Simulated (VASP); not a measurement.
# MgO (P-6m2) in VASP: notebook

MgO is run at these levels: PBE0, PBEsol-based global hybrid, LDA; tasks: single point.

Program: VASP 6.6.1. These are calculated values, not measurements. Logs are shortened: lines on timing, memory, paths and dates and some standing lists are left out, and cuts for length are marked.

## Step 1: The cell of the first run

Symmetry: P-6m2, No. 187, hexagonal system. The conventional cell has a = 2.938 Å, b = 2.938 Å, c = 2.680 Å, α = 90.00°, β = 90.00°, γ = 120.00°. Within 2.9 Å of Mg (site symmetry -6m2) lie 6 O at 2.16 Å and 2 Mg at 2.68 Å. Within 2.9 Å of O (site symmetry -6m2) lie 6 Mg at 2.16 Å and 2 O at 2.68 Å.

## Step 2: Single point, PBE0

The input, POSCAR:

```
MgO
1.0
    2.9380209034      0.0000000000      0.0000000000
   -1.4690104517      2.5444007392      0.0000000000
    0.0000000000      0.0000000000      2.6796800000
Mg O
1 1
Direct
    0.0000000000      0.0000000000      0.0000000000
    0.3333333333      0.6666666667      0.5000000000
```

The input, INCAR.step1:

```
ALGO     = Normal         # electronic algorithm
EDIFF    = 1E-5           # SCF threshold, eV
ENCUT    = 520            # plane-wave cutoff, eV
GGA      = PE             # functional
ISIF     = 2              # what is computed and relaxed
ISMEAR   = -1             # smearing method
LASPH    = T              # aspherical terms in the spheres
LREAL    = F              # projectors in reciprocal space
LWAVE    = T              # write WAVECAR
NBANDS   = 11             # bands
NELM     = 60             # most SCF steps
PREC     = Accurate       # precision mode
SIGMA    = 0.05           # smearing width, eV
```

The input, INCAR.step2:

```
AEXX     = 0.25           # exact-exchange fraction
ALGO     = Normal         # electronic algorithm
EDIFF    = 1E-6           # SCF threshold, eV
ENCUT    = 520            # plane-wave cutoff, eV
GGA      = PE             # functional
ISIF     = 2              # what is computed and relaxed
ISMEAR   = -1             # smearing method
ISTART   = 1            
LASPH    = T              # aspherical terms in the spheres
LCHARG   = T              # write CHGCAR
LELF     = T              # ELF
LHFCALC  = T              # exact exchange
LREAL    = F              # projectors in reciprocal space
LVHAR    = T            
LWAVE    = F              # write WAVECAR
NBANDS   = 11             # bands
NELM     = 60             # most SCF steps
PREC     = Accurate       # precision mode
PRECFOCK = Normal       
SIGMA    = 0.05           # smearing width, eV
```

The input, KPOINTS:

```
k-points
0
Gamma
  5 5 5
```

Potentials or basis: VASP PAW PBE potentials, release 64 (Mg, O).

The run is started by

```bash
> cat potpaw_PBE.64/Mg/POTCAR potpaw_PBE.64/O/POTCAR > POTCAR
> cp INCAR.step1 INCAR
> mpirun -np 1 vasp_std > vasp.out
> cp INCAR.step2 INCAR
> mpirun -np 1 vasp_std > vasp.out
```

OUTCAR:

```text
AEXX = 0.25
   EDIFF = 1E-6
   ENCUT = 520
   GGA = PE
   ISIF = 2
   ISMEAR = -1
   ISTART = 1
   LASPH = T
   LHFCALC = T
   LREAL = F
   NELM = 60
   PREC = Accurate
   PRECFOCK = Normal

 ion  position               nearest neighbor table
   1  0.000  0.000  0.000-   2 2.16   2 2.16   2 2.16   2 2.16   2 2.16   2 2.16
   2  0.333  0.667  0.500-   1 2.16   1 2.16   1 2.16   1 2.16   1 2.16   1 2.16

  LATTYP: Found a hexagonal cell.
 ALAT       =     2.9380209034
 C/A-ratio  =     0.9120697531

  Lattice vectors:

 A1 = (   2.9380209034,   0.0000000000,   0.0000000000)
 A2 = (  -1.4690104517,   2.5444007392,   0.0000000000)
 A3 = (   0.0000000000,   0.0000000000,   2.6796800000)

Analysis of symmetry for initial positions (statically):
=====================================================================
 Subroutine PRICEL returns:
 Original cell was already a primitive cell.

 Routine SETGRP: Setting up the symmetry group for a
 hexagonal supercell.

 Subroutine GETGRP returns: Found 12 space group operations
 (whereof 12 operations were pure point group operations)
 out of a pool of 24 trial point group operations.

The static configuration has the point symmetry D_3h.

Analysis of symmetry for dynamics (positions and initial velocities):
=====================================================================
 Subroutine PRICEL returns:
 Original cell was already a primitive cell.

 Routine SETGRP: Setting up the symmetry group for a
 hexagonal supercell.

 Subroutine GETGRP returns: Found 12 space group operations
 (whereof 12 operations were pure point group operations)
 out of a pool of 24 trial point group operations.

The dynamic configuration has the point symmetry D_3h.

 Subroutine INISYM returns: Found 12 space group operations
 (whereof 12 operations are pure point group operations),
 and found     1 'primitive' translations

----------------------------------------------------------------------------------------

                                     Primitive cell

  volume of cell :      20.0320

  direct lattice vectors                    reciprocal lattice vectors
     2.938020903  0.000000000  0.000000000     0.340365175  0.196509926  0.000000000
    -1.469010452  2.544400739  0.000000000     0.000000000  0.393019851  0.000000000
     0.000000000  0.000000000  2.679680000     0.000000000  0.000000000  0.373178887

  length of vectors
     2.938020903  2.938020903  2.679680000     0.393019851  0.393019851  0.373178887

  position of ions in fractional coordinates (direct lattice)
     0.000000000  0.000000000  0.000000000
     0.333333333  0.666666667  0.500000000

  ion indices of the primitive-cell ions
   primitive index   ion index
                 1           1
                 2           2

----------------------------------------------------------------------------------------

 KPOINTS: k-points

Automatic generation of k-mesh.
 Grid dimensions read from file:
 generate k-points for:    5    5    5

 Generating k-lattice:

  Cartesian coordinates                     Fractional coordinates (reciprocal lattice)
     0.068073035  0.039301985  0.000000000     0.200000000 -0.000000000  0.000000000
     0.000000000  0.078603970  0.000000000     0.000000000  0.200000000  0.000000000
     0.000000000  0.000000000  0.074635777     0.000000000  0.000000000  0.200000000

  Length of vectors
     0.078603970  0.078603970  0.074635777

  Shift w.r.t. Gamma in fractional coordinates (k-lattice)
     0.000000000  0.000000000  0.000000000

 Subroutine IBZKPT returns following result:
 ===========================================

 Found     15 irreducible k-points:

 Following reciprocal coordinates:
            Coordinates               Weight
  0.000000  0.000000  0.000000      1.000000
  0.200000  0.000000  0.000000      6.000000
  0.400000  0.000000  0.000000      6.000000
  0.200000  0.200000  0.000000      6.000000
  0.400000  0.200000  0.000000      6.000000
  0.000000  0.000000  0.200000      2.000000
  0.200000  0.000000  0.200000     12.000000
  0.400000  0.000000  0.200000     12.000000
  0.200000  0.200000  0.200000     12.000000
  0.400000  0.200000  0.200000     12.000000
  0.000000  0.000000  0.400000      2.000000
  0.200000  0.000000  0.400000     12.000000
  0.400000  0.000000  0.400000     12.000000
  0.200000  0.200000  0.400000     12.000000
  0.400000  0.200000  0.400000     12.000000
   k-points           NKPTS =     15   k-points in BZ     NKDIM =    125   number of bands    NBANDS=     11
   number of dos      NEDOS =    301   number of ions     NIONS =      2
   total plane-waves  NPLWV =  11520
   dimension x,y,z NGX =    24 NGY =   24 NGZ =   20
   dimension x,y,z NGXF=    48 NGYF=   48 NGZF=   40
   ions per type =               1   1
   NGX,Y,Z   is equivalent  to a cutoff of  13.58, 13.58, 12.41 a.u.
   NGXF,Y,Z  is equivalent  to a cutoff of  27.16, 27.16, 24.82 a.u.
 SYSTEM =  unknown system
   PREC   = accura    normal or accurate (medium, high low for compatibility)
   ISTART =      1    job   : 0-new  1-cont  2-samecut
   ICHARG =      0    charge: 1-file 2-atom 10-const
   ISPIN  =      1    spin polarized calculation?
   LNONCOLLINEAR =      F non collinear calculations
   LSORBIT =      F    spin-orbit coupling
   LASPH  =      T    aspherical Exc in radial PAW
   ENCUT  =  520.0 eV  38.22 Ry    6.18 a.u.   5.46  5.46  4.98*2*pi/ulx,y,z
   NELM   =     60;   NELMIN=  2; NELMDL=  0     # of ELM steps
   EDIFF  = 0.1E-05   stopping-criterion for ELM
   LREAL  =      F    real-space projection
   EDIFFG = 0.1E-04   stopping-criterion for IOM
   NSW    =      0    number of steps for IOM
   IBRION =     -1    ionic relax: 0-MD 1-quasi-New 2-CG
   NFREE  =      0    steps in history (QN), initial steepest desc. (CG)
   ISIF   =      2    stress and relaxation
   ISYM   =      3    0-nonsym 1-usesym 2-fastsym
   POTIM  = 0.5000    time-step for ionic-motion
   TEBEG  =    0.0;   TEEND  =   0.0 temperature during run
   PSTRESS=    0.0 pullay stress
   NELECT =       8.0000    total number of electrons
   NUPDOWN=      -1.0000    fix difference up-down
   EMIN   =  10.00;   EMAX   =-10.00  energy-range for DOS
   EFERMI =   0.00;   METHOD = LEGACY
   ISMEAR =    -1;   SIGMA  =   0.05  broadening in eV -4-tet -1-fermi 0-gaus
   EFERMI_NEDOS =   21; number of points for ismear=-14 and -15
   IALGO  =     38    algorithm
   IMIX   =      1    mixing-type and parameters
     AMIX     =   0.40;   BMIX     =  1.00
     AMIX_MAG =   1.60;   BMIX_MAG =  1.00
  volume/ion in A,a.u.               =      10.02        67.59
  Fermi-wavevector in a.u.,A,eV,Ry     =   1.205583  2.278221 19.775115  1.453430
  Thomas-Fermi vector in A             =   2.341275
   LORBIT       =      0    0 simple, 1 ext, 2 COOP (PROOUT), +10 PAW based schemes
   GGA     = PE    functional components
   LHFCALC =     T    Hartree Fock is set to
   PRECFOCK=normal    Normal, Fast or Accurate (Low or Medium for compatibility)
   ENCUT4O =  -1.0   cutoff for four orbital integrals eV
   NKREDX  =     1    reduce k-point grid by
   NKREDY  =     1    reduce k-point grid by
   NKREDZ  =     1    reduce k-point grid by
   AEXX    =    0.2500 exact exchange contribution
   HFSCREEN=    0.0000 screening length (either q_TF or 0.3 A-1)
   HFSCREENC=   0.0000 screening length for correlation (either q_TF or 0.3 A-1)
   ENCUTFOCK=  -1.0 apply spherical cutoff to Coloumb kernel
   IVDW    =     0    specifies the selected vdW correction
   LEPSILON=     F    determine dielectric tensor
   LRPA    =     F    only Hartree local field effects (RPA)
 non-spin polarized calculation
  energy-cutoff  :      520.00
  volume of cell :       20.03
 maximum number of plane-waves:       562
 NGX is ok and might be reduce to    24
  NGX = 18; NGY = 18; NGZ = 16

 number of electron       7.9999996 magnetization

 Free energy of the ion-electron system (eV)
  ---------------------------------------------------
  ext. energy  EPLUGINS =         0.00000000
  ---------------------------------------------------
  free energy    TOTEN  =       -14.04632958 eV

  energy without entropy =      -14.04632958  energy(sigma->0) =      -14.04632958

 E-fermi :   2.8609     XC(G=0):  -8.4235

 val. band max:        1.7024734348   @ k =   0.4000   0.2000   0.0000
 cond. band min:       7.0428390056   @ k =   0.0000   0.0000   0.0000
 fundamental gap:      5.3403655708
 Fermi energy:         2.8608816853

 k-point     1 :       0.0000    0.0000    0.0000
  band No.  band energies     occupation
      1     -17.3016      2.00000
      2       1.0938      2.00000
      3       1.0938      2.00000
      4       1.2930      2.00000
      5       7.0428      0.00000
      6      16.1930      0.00000
      7      20.0003      0.00000
      8      20.0003      0.00000
      9      24.2963      0.00000
     10      25.6872      0.00000
     11      27.3711      0.00000

 k-point     2 :       0.2000    0.0000    0.0000
  band No.  band energies     occupation
      1     -16.9591      2.00000
      2      -0.9093      2.00000
      3       0.8041      2.00000
      4       1.4177      2.00000
      5       8.9105      0.00000
      6      15.7917      0.00000
      7      18.2616      0.00000
      8      21.0141      0.00000
      9      24.9323      0.00000
     10      25.6459      0.00000
     11      28.0740      0.00000

 k-point     3 :       0.4000    0.0000    0.0000
  band No.  band energies     occupation
      1     -16.3334      2.00000
      2      -3.1543      2.00000
      3       0.3756      2.00000
      4       1.6322      2.00000
      5      10.6305      0.00000
      6      14.9279      0.00000
      7      17.8786      0.00000
      8      22.3928      0.00000
      9      23.6107      0.00000
     10      26.0611      0.00000
     11      29.9511      0.00000

 k-point     4 :       0.2000    0.2000    0.0000
  band No.  band energies     occupation
      1     -16.4655      2.00000
      2      -2.3809      2.00000
      3      -0.1829      2.00000
      4       1.5902      2.00000
      5      10.9358      0.00000
      6      14.8981      0.00000
      7      18.1642      0.00000
      8      21.6585      0.00000
      9      24.0896      0.00000
     10      26.6395      0.00000
     11      28.1095      0.00000
[... 113 lines left out ...]
 k-point    13 :       0.4000    0.0000    0.4000
  band No.  band energies     occupation
      1     -15.5880      2.00000
      2      -2.1860      2.00000
      3      -1.7449      2.00000
      4       0.8522      2.00000
      5      10.5397      0.00000
      6      15.3227      0.00000
      7      19.0800      0.00000
      8      19.7391      0.00000
      9      20.0643      0.00000
     10      25.7499      0.00000
     11      27.2059      0.00000

 k-point    14 :       0.2000    0.2000    0.4000
  band No.  band energies     occupation
      1     -15.6825      2.00000
      2      -2.3809      2.00000
      3      -1.1013      2.00000
      4       0.4780      2.00000
      5      11.0636      0.00000
      6      16.3397      0.00000
      7      17.4329      0.00000
      8      19.2199      0.00000
      9      21.0906      0.00000
     10      25.9660      0.00000
     11      28.4642      0.00000

 k-point    15 :       0.4000    0.2000    0.4000
  band No.  band energies     occupation
      1     -15.4378      2.00000
      2      -1.8422      2.00000
      3      -1.7024      2.00000
      4      -0.1730      2.00000
      5      10.5804      0.00000
      6      15.6556      0.00000
      7      17.6564      0.00000
      8      19.4220      0.00000
      9      21.0282      0.00000
     10      26.2914      0.00000
     11      28.5190      0.00000

------------------------ aborting loop because EDIFF is reached ----------------------------------------

  FORCE on cell =-STRESS in cart. coord.  units (eV):
  Direction    XX          YY          ZZ          XY          YZ          ZX
  --------------------------------------------------------------------------------------
  -------------------------------------------------------------------------------------
  Total       -0.6990035     -0.6990035     -0.8696827     -0.0000000     -0.0000000      0.0000000
  in kB      -55.9070502    -55.9070502    -69.5581629     -0.0000000     -0.0000000      0.0000000
  external PRESSURE =     -60.4574211 kB  Pullay stress =       0.0000000 kB

 VOLUME and BASIS-vectors are now :
 -----------------------------------------------------------------------------
  energy-cutoff  :      520.00
  volume of cell :       20.03
      direct lattice vectors                 reciprocal lattice vectors
     2.938020903  0.000000000  0.000000000     0.340365175  0.196509926  0.000000000
    -1.469010452  2.544400739  0.000000000     0.000000000  0.393019851  0.000000000
     0.000000000  0.000000000  2.679680000     0.000000000  0.000000000  0.373178887

 POSITION                                       TOTAL-FORCE (eV/Angst)
 -----------------------------------------------------------------------------------
      0.00000      0.00000      0.00000         0.000000     -0.000000      0.000000
     -0.00000      1.69627      1.33984        -0.000000      0.000000      0.000000
 -----------------------------------------------------------------------------------
    total drift:                               -0.000001      0.000000      0.000000

  FREE ENERGIE OF THE ION-ELECTRON SYSTEM (eV)
  ---------------------------------------------------
  free  energy   TOTEN  =       -14.0463295771 eV

  energy  without entropy=      -14.0463295771  energy(sigma->0) =      -14.04632958
```

Wall time 2.9 min (1 thread of AMD EPYC 7R13 (Zen 3), shared host); peak memory 0.11 GiB.

What came out:

- Free energy: -14.0463 eV
- Pressure: -6.0 GPa
- Band gap on the k mesh: 5.34 eV, indirect (least direct gap 5.75 eV)

Caveat: the k points lie up to 0.49 Å⁻¹ apart; the PAW data sets were made with another functional, which shifts forces and pressure a little. A k mesh can miss the band edges.

(Part 1 of 2 ends here.)
